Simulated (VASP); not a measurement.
Wanted: the native input for a VASP 6.6.1 run.

```yaml
Task: relaxation of the atoms
Functional: PBE
Potentials_or_basis: VASP PAW PBE potentials, release 64 (Si, W_sv, Cl)
Cutoff: 520 eV
k_mesh: 8 × 8 × 1
Occupations: gaussian, width 0.1 eV
Spin: no spin polarisation
Dipole_correction: yes
Atoms_held_fixed_from_0: "[0, 1, 2, 3, 4, 5]"
Further_INCAR_settings: ALGO = Fast; EDIFF = 1e-06; IBRION = 2; EDIFFG = -0.025; NSW = 36
Atoms_held_along_some_axes_from_0: atom 6 along a and b
```

The structure of Si4W2Cl lies in POSCAR:

```
Si4W2Cl
1.0
    3.2290359795      0.0000000000      0.0000000000
    0.0000000000      3.2290359795      0.0000000000
    0.0000000000      0.0000000000     21.9368337387
Si W Cl
4 2 1
Selective dynamics
Direct
    0.0000000000      0.0000000000      0.1823417202  F F F
    0.0000000000      0.0000000000      0.3010024140  F F F
    0.5000000000      0.5000000000      0.3590131320  F F F
    0.5000000000      0.5000000000      0.4757675544  F F F
    0.5000000000      0.5000000000      0.2416720671  F F F
    0.0000000000      0.0000000000      0.4178417948  F F F
    0.8750000000      0.8750000000      0.5461031641  F F T
```

The input as run:

INCAR

```
SYSTEM = Si4W2Cl
ALGO = Fast
DIPOL = 0.5 0.5 0.361
EDIFF = 1E-6
EDIFFG = -0.025
ENCUT = 520
GGA = PE
IBRION = 2
IDIPOL = 3
ISIF = 2
ISMEAR = 0
LASPH = .True.
LCHARG = .False.
LDIPOL = .True.
LREAL = .False.
LWAVE = .False.
NELM = 100
NSW = 36
PREC = Accurate
SIGMA = 0.1
```

KPOINTS

```
k-points
0
Gamma
  8 8 1
  0 0 0
```

Potentials or basis: VASP PAW PBE potentials, release 64 (Si, W_sv, Cl).

The run is started by

```console
$ cat potpaw_PBE.64/Si/POTCAR potpaw_PBE.64/W_sv/POTCAR potpaw_PBE.64/Cl/POTCAR > POTCAR
$ mpirun -np 1 vasp_std > vasp.out
```

It gave:

* Energy gained by relaxing: 8.1 meV/atom
* Ionic steps: 3
* Band gap on the k mesh: zero (an odd number of electrons rules out a gap without spin polarisation)

Caveat: spin-orbit coupling is left out, which moves the levels of the heavy elements; an odd number of electrons without spin polarisation forces a metal; a magnetic or distorted state may lie lower.

It took 11 min on 1 thread of Oxide Virtual Turin-like Processor, with other jobs on the host, peak memory 0.36 GiB.
